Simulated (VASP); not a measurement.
# HfB (I4mm) in VASP: notebook

The runs below take HfB through single point, with PBE.

All numbers are computed with VASP 6.6.1; they aren't measurements. Logs are shortened: lines on timing, memory, paths and dates and some standing lists are left out, and cuts for length are marked.

**1. The cell of the first run**

Symmetry: I4mm, No. 107, tetragonal system. Conventional cell: a = 3.267 Å, b = 3.267 Å, c = 4.620 Å, α = 90.00°, β = 90.00°, γ = 90.00°. Hf (site symmetry 4mm) has 6 B at 2.21 to 2.41 Å within 2.9 Å. Within 2.9 Å of B (site symmetry 4mm) lie 6 Hf at 2.21 to 2.41 Å.

**2. Single point, PBE**

INCAR reads:

```
SYSTEM = HfB
ALGO = Normal
EDIFF = 1E-6
ENCUT = 520
GGA = PE
ISIF = 2
ISMEAR = 0
LASPH = .TRUE.
LCHARG = .FALSE.
LREAL = .FALSE.
LWAVE = .FALSE.
NBANDS = 14
NELM = 60
PREC = Accurate
SIGMA = 0.15
```

KPOINTS reads:

```
k-points
0
G
  18 18 18
  0 0 0
```

POSCAR reads:

```
HfB
1.0
    0.0000000000      2.3100000000      2.3100000000
    2.3100000000      0.0000000000      2.3100000000
    2.3100000000      2.3100000000      0.0000000000
Hf B
1 1
Direct
    0.5000000000      0.5000000000      0.5000000000
    0.0216450216      0.0216450216     -0.0216450216
```

Potentials or basis: VASP PAW PBE potentials, release 64 (Hf_pv, B).

The run is started by

```sh
cat potpaw_PBE.64/Hf_pv/POTCAR potpaw_PBE.64/B/POTCAR > POTCAR
mpirun -np 1 vasp_std > vasp.out
```

OUTCAR:

```text
SYSTEM = HfB
   EDIFF = 1E-6
   ENCUT = 520
   GGA = PE
   ISIF = 2
   ISMEAR = 0
   LASPH = .TRUE.
   LREAL = .FALSE.
   NELM = 60
   PREC = Accurate

 ion  position               nearest neighbor table
   1  0.500  0.500  0.500-   2 2.21   2 2.31   2 2.31   2 2.31   2 2.31   2 2.41
   2  0.022  0.022  0.978-   1 2.21   1 2.31   1 2.31   1 2.31   1 2.31   1 2.41

  LATTYP: Found a face centered cubic cell.
 ALAT       =     4.6200000000

  Lattice vectors:

 A1 = (   0.0000000000,   2.3100000000,   2.3100000000)
 A2 = (   2.3100000000,   0.0000000000,   2.3100000000)
 A3 = (   2.3100000000,   2.3100000000,   0.0000000000)

Analysis of symmetry for initial positions (statically):
=====================================================================
 Subroutine PRICEL returns:
 Original cell was already a primitive cell.

 Routine SETGRP: Setting up the symmetry group for a
 face centered cubic supercell.

 Subroutine GETGRP returns: Found  8 space group operations
 (whereof  8 operations were pure point group operations)
 out of a pool of 48 trial point group operations.

The static configuration has the point symmetry C_4v.

Analysis of symmetry for dynamics (positions and initial velocities):
=====================================================================
 Subroutine PRICEL returns:
 Original cell was already a primitive cell.

 Routine SETGRP: Setting up the symmetry group for a
 face centered cubic supercell.

 Subroutine GETGRP returns: Found  8 space group operations
 (whereof  8 operations were pure point group operations)
 out of a pool of 48 trial point group operations.

The dynamic configuration has the point symmetry C_4v.

 Subroutine INISYM returns: Found  8 space group operations
 (whereof  8 operations are pure point group operations),
 and found     1 'primitive' translations

----------------------------------------------------------------------------------------

                                     Primitive cell

  volume of cell :      24.6528

  direct lattice vectors                    reciprocal lattice vectors
     0.000000000  2.310000000  2.310000000    -0.216450216  0.216450216  0.216450216
     2.310000000  0.000000000  2.310000000     0.216450216 -0.216450216  0.216450216
     2.310000000  2.310000000  0.000000000     0.216450216  0.216450216 -0.216450216

  length of vectors
     3.266833329  3.266833329  3.266833329     0.374902772  0.374902772  0.374902772

  position of ions in fractional coordinates (direct lattice)
     0.500000000  0.500000000  0.500000000
     0.021645022  0.021645022  0.978354978

  ion indices of the primitive-cell ions
   primitive index   ion index
                 1           1
                 2           2

----------------------------------------------------------------------------------------

 KPOINTS: k-points

Automatic generation of k-mesh.
 Grid dimensions read from file:
 generate k-points for:   18   18   18

 Generating k-lattice:

  Cartesian coordinates                     Fractional coordinates (reciprocal lattice)
    -0.012025012  0.012025012  0.012025012     0.055555556  0.000000000  0.000000000
     0.012025012 -0.012025012  0.012025012     0.000000000  0.055555556  0.000000000
     0.012025012  0.012025012 -0.012025012     0.000000000  0.000000000  0.055555556

  Length of vectors
     0.020827932  0.020827932  0.020827932

  Shift w.r.t. Gamma in fractional coordinates (k-lattice)
     0.000000000  0.000000000  0.000000000

 Subroutine IBZKPT returns following result:
 ===========================================

 Found    480 irreducible k-points:

 Following reciprocal coordinates:
            Coordinates               Weight
  0.000000  0.000000  0.000000      1.000000
  0.055556  0.000000  0.000000      8.000000
  0.111111  0.000000  0.000000      8.000000
  0.166667  0.000000  0.000000      8.000000
  0.222222  0.000000  0.000000      8.000000
  0.277778  0.000000  0.000000      8.000000
[... 16 lines left out ...]
  0.388889  0.055556  0.000000      8.000000
  0.000000  0.388889  0.055556     16.000000
 [... further k-points ...]
   k-points           NKPTS =    480   k-points in BZ     NKDIM =    480   number of bands    NBANDS=     14
   number of dos      NEDOS =    301   number of ions     NIONS =      2
   total plane-waves  NPLWV =  13824
   dimension x,y,z NGX =    24 NGY =   24 NGZ =   24
   dimension x,y,z NGXF=    48 NGYF=   48 NGZF=   48
   ions per type =               1   1
   NGX,Y,Z   is equivalent  to a cutoff of  12.21, 12.21, 12.21 a.u.
   NGXF,Y,Z  is equivalent  to a cutoff of  24.43, 24.43, 24.43 a.u.
 SYSTEM =  HfB
   PREC   = accura    normal or accurate (medium, high low for compatibility)
   ISTART =      0    job   : 0-new  1-cont  2-samecut
   ICHARG =      2    charge: 1-file 2-atom 10-const
   ISPIN  =      1    spin polarized calculation?
   LNONCOLLINEAR =      F non collinear calculations
   LSORBIT =      F    spin-orbit coupling
[... 63 lines left out ...]
      4      -4.4400      2.00000
      5       7.1294      0.00000
      6       7.1294      0.00000
      7       7.3354      0.00000
      8       8.3930      0.00000
      9       9.3103      0.00000
     10       9.3103      0.00000
     11       9.3601      0.00000
     12      10.1144      0.00000
     13      16.7791      0.00000
     14      18.1001      0.00000

 k-point     2 :       0.0556    0.0000    0.0000
  band No.  band energies     occupation
      1     -23.2018      2.00000
      2     -23.1805      2.00000
      3     -23.1736      2.00000
      4      -4.3498      2.00000
      5       6.7989      0.00000
      6       7.0715      0.00000
      7       7.3036      0.00000
      8       8.1373      0.00000
      9       8.4735      0.00000
     10       9.3244      0.00000
     11      10.4348      0.00000
     12      10.7505      0.00000
     13      17.0125      0.00000
     14      18.2046      0.00000

 k-point     3 :       0.1111    0.0000    0.0000
  band No.  band energies     occupation
      1     -23.2677      2.00000
      2     -23.1891      2.00000
      3     -23.1805      2.00000
      4      -4.0853      2.00000
      5       6.0976      0.00000
      6       6.6976      0.00000
      7       6.8844      0.00000
      8       8.0059      0.00000
      9       8.1575      0.00000
     10       9.5909      0.00000
     11      11.6595      0.00000
     12      11.8644      0.00000
     13      17.6759      0.00000
     14      18.4827      0.00000

 k-point     4 :       0.1667    0.0000    0.0000
  band No.  band energies     occupation
      1     -23.3691      2.00000
      2     -23.1999      2.00000
      3     -23.1910      2.00000
      4      -3.6634      2.00000
      5       5.2927      0.14227
      6       6.0393      0.00000
      7       6.1549      0.00000
      8       8.3132      0.00000
      9       8.3794      0.00000
     10       9.8656      0.00000
     11      12.9670      0.00000
     12      13.1208      0.00000
     13      18.5972      0.00000
     14      18.8686      0.00000

 k-point     5 :       0.2222    0.0000    0.0000
  band No.  band energies     occupation
      1     -23.4911      2.00000
      2     -23.2128      2.00000
      3     -23.2039      2.00000
      4      -3.1104      2.00000
      5       4.4731      2.00000
      6       5.3798      0.02210
      7       5.4519      0.00299
      8       8.8174      0.00000
      9       8.8558      0.00000
     10      10.1231      0.00000
     11      14.3227      0.00000
[... 276 lines left out ...]
 k-point    22 :       0.0000    0.3333    0.0556
  band No.  band energies     occupation
      1     -23.6946      2.00000
      2     -23.2504      2.00000
      3     -23.2302      2.00000
      4      -1.9342      2.00000
      5       3.0833      2.00000
      6       4.3640      2.00000
      7       4.6995      1.99996
      8       9.3618      0.00000
      9      10.3586      0.00000
     10      10.9823      0.00000
     11      15.8969      0.00000
     12      17.0473      0.00000
     13      17.6327      0.00000
     14      20.3038      0.00000

 k-point    23 :       0.3889    0.0556    0.0000
  band No.  band energies     occupation
      1     -23.7955      2.00000
      2     -23.2516      2.00000
      3     -23.2513      2.00000
      4      -1.2069      2.00000
      5       2.3475      2.00000
      6       4.0619      2.00000
      7       4.2641      2.00000
      8      10.0520      0.00000
      9      11.0447      0.00000
     10      11.5126      0.00000
     11      15.9983      0.00000
     12      16.9295      0.00000
     13      18.5962      0.00000
     14      20.3069      0.00000

 k-point    24 :       0.0000    0.3889    0.0556
  band No.  band energies     occupation
      1     -23.7943      2.00000
      2     -23.2595      2.00000
      3     -23.2443      2.00000
      4      -1.2093      2.00000
      5       2.3477      2.00000
      6       4.0421      2.00000
      7       4.2933      2.00000
      8      10.0385      0.00000
      9      11.0185      0.00000
     10      11.5103      0.00000
     11      16.0356      0.00000
     12      17.0707      0.00000
     13      18.4298      0.00000
     14      20.3061      0.00000

 [... further k-points ...]
[... 5 lines left out ...]
  --------------------------------------------------------------------------------------
  -------------------------------------------------------------------------------------
  Total        4.6593718      4.6593718      5.1808902      0.0000000      0.0000000      0.0000000
  in kB      302.8112550    302.8112550    336.7045905      0.0000000      0.0000000      0.0000000
  external PRESSURE =     314.1090335 kB  Pullay stress =       0.0000000 kB

 VOLUME and BASIS-vectors are now :
 -----------------------------------------------------------------------------
  energy-cutoff  :      520.00
  volume of cell :       24.65
      direct lattice vectors                 reciprocal lattice vectors
     0.000000000  2.310000000  2.310000000    -0.216450216  0.216450216  0.216450216
     2.310000000  0.000000000  2.310000000     0.216450216 -0.216450216  0.216450216
     2.310000000  2.310000000  0.000000000     0.216450216  0.216450216 -0.216450216

 POSITION                                       TOTAL-FORCE (eV/Angst)
 -----------------------------------------------------------------------------------
      2.31000      2.31000      2.31000         0.000000      0.000000      1.183468
      2.31000      2.31000      0.10000         0.000000      0.000000     -1.183468
 -----------------------------------------------------------------------------------
    total drift:                               -0.000000     -0.000000      0.000071

  FREE ENERGIE OF THE ION-ELECTRON SYSTEM (eV)
  ---------------------------------------------------
  free  energy   TOTEN  =       -17.0985086083 eV

  energy  without entropy=      -17.0868041811  energy(sigma->0) =      -17.09265639
```

Run time: 2.6 min. Hardware: 1 thread of Intel Xeon 8259CL, shared host; peak memory 0.29 GiB.

What came out:

```yaml
Free_energy: -17.0985 eV
Pressure: 31.4 GPa
Largest_force: 1.183 eV/Å
Band_gap_on_the_k_mesh: zero (an odd number of electrons rules out a gap without spin polarisation)
```

Forces on the atoms (eV/Å):
```
Hf   0.000  0.000  1.183
B    0.000  0.000 -1.183
```

Levels at points of the mesh, in eV from the Fermi level:
| k point | band 5 | band 6 | band 7 | band 8 | band 9 | band 10 |
| --- | --- | --- | --- | --- | --- | --- |
| (0.00, 0.00, 0.00) | 1.99 | 1.99 | 2.20 | 3.26 | 4.17 | 4.17 |
| (0.50, 0.00, 0.00) | -4.05 | -1.37 | -1.36 | 6.49 | 6.53 | 7.58 |
| (0.50, 0.50, 0.00) | -1.11 | -0.89 | 2.36 | 2.36 | 6.26 | 7.89 |
| (0.00, 0.50, 0.50) | -1.22 | -0.92 | 2.33 | 2.50 | 6.30 | 7.89 |

Caveat: the cell differs from its parent crystal (all B atoms moved -0.100 Å, as atom 2 towards its neighbour atom 1 (Hf) at 2.310 Å); the cell stands under pressure; spin-orbit coupling is left out, which moves the levels of the heavy elements; forces of over 1 eV/Å act on the atoms, so gaps and moduli don't describe the material at rest.

**3. Single point, PBE**

INCAR reads:

```
PREC = Accurate
ENCUT = 520
EDIFF = 1E-6
ISMEAR = 0
SIGMA = 0.15
LREAL = F
LASPH = T
NELM = 100
ALGO = Normal
ISIF = 2
LWAVE = F
LCHARG = F
GGA = PE
NBANDS = 14
```

KPOINTS reads:

```
Automatic mesh
0
Gamma
  18 18 18
```

POSCAR: that of step 2 with these lines changed.

```diff
@@ -9,2 +9,2 @@
     0.5000000000      0.5000000000      0.5000000000
-    0.0216450216      0.0216450216     -0.0216450216
+   -0.0108225108     -0.0108225108      0.0108225108
```

Potentials or basis: VASP PAW PBE potentials, release 64 (Hf_pv, B).

The run is started by

```sh
cat potpaw_PBE.64/Hf_pv/POTCAR potpaw_PBE.64/B/POTCAR > POTCAR
mpirun -np 1 vasp_std > vasp.out
```

It took 2.2 min on 1 thread of Intel Xeon 8259CL, shared host; peak memory 0.29 GiB.

It converged, with:

```yaml
Free_energy: -17.1423 eV
Pressure: 30.9 GPa
Largest_force: 0.575 eV/Å
Band_gap_on_the_k_mesh: zero (an odd number of electrons rules out a gap without spin polarisation)
```

Forces on the atoms (eV/Å):
```
Hf   0.000  0.000 -0.575
B    0.000  0.000  0.575
```

Stress tensor (GPa, compression positive):
```
30.59  0.00  0.00
 0.00 30.59  0.00
 0.00  0.00 31.44
```

Levels at points of the mesh, in eV from the Fermi level:
```
           k point  band 4  band 5  band 6  band 7  band 8  band 9  band 10  band 11
(0.00, 0.00, 0.00)   -9.58    2.14    2.14    2.19    3.65    4.01     4.01     4.22
(0.50, 0.00, 0.00)   -5.03   -4.07   -1.38   -1.37    6.52    6.54     7.59     8.44
(0.50, 0.50, 0.00)   -6.74   -1.11   -0.91    2.37    2.37    6.25     7.90     7.90
(0.00, 0.50, 0.50)   -6.74   -1.14   -0.92    2.36    2.40    6.26     7.90     7.91
```

Caveat: the cell differs from its parent crystal (all B atoms moved +0.050 Å, as atom 2 towards its neighbour atom 1 (Hf) at 2.310 Å); the cell stands under pressure; spin-orbit coupling is left out, which moves the levels of the heavy elements.

**4. Single point, PBE**

INCAR reads:

```
PREC = Accurate
ENCUT = 520
EDIFF = 1E-6
ISMEAR = 0
SIGMA = 0.15
LREAL = False
LASPH = True
NELM = 60
ALGO = Normal
ISIF = 2
LWAVE = False
LCHARG = True
GGA = PE
LELF = True
LVHAR = True
NBANDS = 14
```

KPOINTS is that of step 3.

POSCAR: that of step 3 with these lines changed.

```diff
@@ -9,2 +9,2 @@
     0.5000000000      0.5000000000      0.5000000000
-   -0.0108225108     -0.0108225108      0.0108225108
+   -0.0162337662     -0.0162337662      0.0162337662
```

The run is started by

```sh
cat potpaw_PBE.64/Hf_pv/POTCAR potpaw_PBE.64/B/POTCAR > POTCAR
mpirun -np 1 vasp_std > vasp.out
```

Wall time 2 min (1 thread of Intel Xeon 8259CL, shared host); peak memory 0.28 GiB.

The run converged. Its results:

- Free energy: -17.1242 eV
- Pressure: 31.1 GPa
- Largest force: 0.873 eV/Å
- Band gap on the k mesh: zero (an odd number of electrons rules out a gap without spin polarisation)

Forces on the atoms (eV/Å):
```
Hf   0.000  0.000 -0.873
B    0.000  0.000  0.873
```

Stress tensor (GPa, compression positive):
```
30.46  0.00  0.00
 0.00 30.46  0.00
 0.00  0.00 32.37
```

Levels at points of the mesh, in eV from the Fermi level:
```csv
k point,band 4,band 5,band 6,band 7,band 8,band 9,band 10,band 11
"(0.00, 0.00, 0.00)",-9.58,2.08,2.08,2.20,3.45,4.08,4.08,4.22
"(0.50, 0.00, 0.00)",-5.04,-4.06,-1.38,-1.37,6.51,6.54,7.58,8.42
"(0.50, 0.50, 0.00)",-6.74,-1.11,-0.90,2.37,2.37,6.25,7.90,7.90
"(0.00, 0.50, 0.50)",-6.74,-1.17,-0.92,2.35,2.44,6.28,7.90,7.90
```

Caveat: the cell differs from its parent crystal (all B atoms moved +0.075 Å, as atom 2 towards its neighbour atom 1 (Hf) at 2.310 Å); the cell stands under pressure; spin-orbit coupling is left out, which moves the levels of the heavy elements.

**5. Single point, PBE**

INCAR reads:

```
SYSTEM = HfB
PREC     = Accurate       ! precision mode
ENCUT    = 520            ! plane-wave cutoff, eV
EDIFF    = 1E-7           ! SCF threshold, eV
ISMEAR   = 0              ! smearing method
SIGMA    = 0.15           ! smearing width, eV
LREAL    = .False.        ! projectors in reciprocal space
LASPH    = .True.         ! aspherical terms in the spheres
NELM     = 100            ! most SCF steps
ALGO     = Normal         ! electronic algorithm
ISIF     = 2              ! what is computed and relaxed
LWAVE    = .False.        ! write WAVECAR
LCHARG   = .False.        ! write CHGCAR
GGA      = PE             ! functional
NBANDS   = 14             ! bands
```

KPOINTS reads:

```
Automatic mesh
0
Gamma
  18 18 18
  0 0 0
```

POSCAR: that of step 4 with these lines changed.

```diff
@@ -9,2 +9,2 @@
     0.5000000000      0.5000000000      0.5000000000
-   -0.0162337662     -0.0162337662      0.0162337662
+   -0.0054112554     -0.0054112554      0.0054112554
```

The run is started by

```sh
cat potpaw_PBE.64/Hf_pv/POTCAR potpaw_PBE.64/B/POTCAR > POTCAR
mpirun -np 1 vasp_std > vasp.out
```

It took 2.2 min on 1 thread of Intel Xeon 8259CL, shared host; peak memory 0.28 GiB.

It converged, with:

| Property | Result |
| --- | --- |
| Free energy | -17.1530 eV |
| Pressure | 30.7 GPa |
| Largest force | 0.286 eV/Å |
| Band gap on the k mesh | zero (an odd number of electrons rules out a gap without spin polarisation) |

Forces on the atoms (eV/Å):
```
Hf   0.000  0.000 -0.286
B    0.000  0.000  0.286
```

Stress tensor (GPa, compression positive):
```
30.67  0.00  0.00
 0.00 30.67  0.00
 0.00  0.00 30.88
```

Levels at points of the mesh, in eV from the Fermi level:
```tsv
k point	band 3	band 4	band 5	band 6	band 7	band 8	band 9	band 10	band 11	band 12
(0.00, 0.00, 0.00)	-28.31	-9.58	2.18	2.18	2.19	3.84	3.97	3.97	4.22	4.34
(0.50, 0.00, 0.00)	-28.38	-5.03	-4.07	-1.38	-1.38	6.53	6.54	7.59	8.45	13.95
(0.50, 0.50, 0.00)	-28.57	-6.74	-1.11	-0.91	2.37	2.37	6.25	7.91	7.91	9.42
(0.00, 0.50, 0.50)	-28.57	-6.74	-1.12	-0.92	2.36	2.37	6.25	7.91	7.91	9.43
```

Caveat: the cell differs from its parent crystal (all B atoms moved +0.025 Å, as atom 2 towards its neighbour atom 1 (Hf) at 2.310 Å); the cell stands under pressure; spin-orbit coupling is left out, which moves the levels of the heavy elements.

**6. Summary**

| cell | gap on the mesh (eV) | pressure (GPa) | largest force (eV/Å) |
| --- | --- | --- | --- |
| as given, atomic positions A | none | 31.4 | 1.18 |
| as given, atomic positions B | none | 30.9 | 0.58 |
| as given, atomic positions C | none | 31.1 | 0.87 |
| as given, atomic positions D | none | 30.7 | 0.29 |

Alike in all rows: task single point; level PBE; potentials or basis VASP PAW PBE potentials, release 64 (Hf_pv, B); no spin polarisation; k mesh 18 × 18 × 18; cutoff (eV) 520; smearing gaussian 0.15 eV.

Caveats: the cell stands under pressure; spin-orbit coupling is left out, which moves the levels of the heavy elements; forces of over 1 eV/Å act on the atoms, so gaps and moduli don't describe the material at rest (at least some runs).

Total energies depend on the potentials used, so only differences within one code and one set of settings carry meaning.
